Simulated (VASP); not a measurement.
Set up this calculation in VASP 6.6.1, as the native input.

* Task: single point
* Functional: RPBE
* Potentials or basis: VASP PAW PBE potentials, release 64 (Al)
* Cutoff: 520 eV
* k mesh: 22 × 22 × 22
* Occupations: fermi-dirac, width 0.1 eV
* Spin: no spin polarisation
* Dipole correction: no
* Further INCAR settings: ALGO = Normal; EDIFF = 1e-06; NBANDS = 8

The structure of Al lies in POSCAR:

```
Al
1.0
    0.0000000000      2.1105952005      2.1105952005
    2.1105952005      0.0000000000      2.1105952005
    2.1105952005      2.1105952005      0.0000000000
Al
1
Direct
    0.0000000000      0.0000000000      0.0000000000
```

This cell differs from its parent crystal: volume scaled by 1.12.

One way to write it, as run:

INCAR

```
SYSTEM = Al
ALGO = Normal ; EDIFF = 1E-6
ENCUT = 520 ; GGA = RP
ISIF = 2 ; ISMEAR = -1
LASPH = .True. ; LCHARG = .False.
LREAL = .False. ; LWAVE = .False.
NBANDS = 8 ; NELM = 100
PREC = Accurate ; SIGMA = 0.1
```

KPOINTS

```
k-points
0
Gamma
  22 22 22
  0 0 0
```

Potentials or basis: VASP PAW PBE potentials, release 64 (Al).

Launch:

```sh
$ cat potpaw_PBE.64/Al/POTCAR > POTCAR
$ mpirun -np 1 vasp_std > vasp.out
```

It gave:

| Item | Value |
| --- | --- |
| Pressure | -6.7 GPa |

Caveat: the PAW data sets were made with another functional, which shifts forces and pressure a little.

Wall time 18 s on 1 thread of Intel Xeon 6975P-C (shared host), peak memory 0.16 GiB.
